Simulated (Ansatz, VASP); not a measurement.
**C in VASP and in Ansatz**

File POSCAR:

```
C
1.0
    0.0000000000      1.7951807415      1.7951807415
    1.7951807415      0.0000000000      1.7951807415
    1.7951807415      1.7951807415      0.0000000000
C
2
Direct
    0.7500000000      0.7500000000      0.7500000000
    0.5000000000      0.5000000000      0.5000000000
```

Contents of INCAR.step1:

```
PREC     = Accurate       # precision mode
ENCUT    = 520            # plane-wave cutoff, eV
ISMEAR   = -1             # smearing method
SIGMA    = 0.05           # smearing width, eV
LREAL    = F              # projectors in reciprocal space
LASPH    = T              # aspherical terms in the spheres
NELM     = 100            # most SCF steps
NBANDS   = 11             # bands
GGA      = PE             # functional
ALGO     = Normal         # electronic algorithm
EDIFF    = 1E-4           # SCF threshold, eV
LWAVE    = T              # write WAVECAR
LCHARG   = F              # write CHGCAR
```

The input INCAR.step2:

```
PREC     = Accurate       # precision mode
ENCUT    = 520            # plane-wave cutoff, eV
EDIFF    = 1E-6           # SCF threshold, eV
ISMEAR   = -1             # smearing method
SIGMA    = 0.05           # smearing width, eV
LREAL    = F              # projectors in reciprocal space
LASPH    = T              # aspherical terms in the spheres
NELM     = 100            # most SCF steps
ALGO     = Normal         # electronic algorithm
ISIF     = 2              # what is computed and relaxed
LWAVE    = F              # write WAVECAR
LCHARG   = F              # write CHGCAR
METAGGA  = R2SCAN         # meta-GGA
LMIXTAU  = T            
NBANDS   = 11             # bands
ISTART   = 1
```

KPOINTS

```
regular mesh
0
Gamma
  13 13 13
```

input.yaml

```yaml
crystal:
  lattice:
    - [0.0, 1.7951807415, 1.7951807415]
    - [1.7951807415, 0.0, 1.7951807415]
    - [1.7951807415, 1.7951807415, 0.0]
  atoms:
    - { symbol: C, position: [0.75, 0.75, 0.75] }
    - { symbol: C, position: [0.5, 0.5, 0.5] }
hamiltonian:
  xc: r2scan
  pseudopotentials: { kind: paw }
kpoints:
  mp_grid: { grid: [13, 13, 13] }
scf:
  occupations: { method: fermi_dirac, width: 0.05 }
output:
  forces: true
  stress: true
  eigenvalues: true
```

Alike in both runs: task single point; functional r2SCAN; k mesh 13 × 13 × 13; occupations fermi-dirac, width 0.05 eV; no spin polarisation.

|  | VASP | Ansatz |
| --- | --- | --- |
| version | VASP 6.6.1 | Ansatz 0.2.0 |
| potentials or method | VASP PAW PBE potentials, release 64 (C) | Ansatz PAW |
| plane-wave cutoff (eV) | 520 | 500 |
| valence electrons in the cell | 8 | 8 |

```tsv
	VASP	Ansatz	Ansatz less VASP
gap on the k mesh at the Fermi level (eV)	4.29	4.32	+0.027
least direct gap on the mesh (eV)	5.78	5.82	+0.043
pressure (GPa)	-9.8	-10.9	-1.01
```

VASP's potentials were made for PBE, not for r2SCAN.

Noted on Ansatz's run: odd divisions of the mesh miss points on the zone boundary, where band edges often lie, so the gap on the mesh can be too wide.
